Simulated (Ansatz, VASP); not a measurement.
One calculation of Al, two programs

```
Al
1.0
     2.00684    2.00684    0.00000
    -2.00684    2.00684    0.00000
     0.00000    2.00684    2.00684
Al
1
Cartesian
  0.0000 0.0000 0.0000
```

Alike in both runs: functional PBEsol; k mesh 14 × 14 × 14; occupations fermi-dirac, width 0.1 eV; no spin polarisation.

Ansatz relaxed the structure, and its values are those at the end. VASP's run is a single point on that final structure, the one shown.

|  | VASP | Ansatz |
| --- | --- | --- |
| version | VASP 6.6.1 | Ansatz 0.2.0 |
| potentials or method | VASP PAW PBE potentials, release 64 (Al) | PAW with Ansatz's default frozen-core files, scalar-relativistic |
| plane-wave cutoff (eV) | 500 | 420 |
| valence electrons in the cell | 3 | 3 |

```csv
,VASP,Ansatz,Ansatz less VASP
pressure (GPa),0.0,0.0,-0.06
```

VASP's potentials were made for PBE, not for PBEsol. The functional is the same, so the differences come from potentials, cutoffs and numerics.
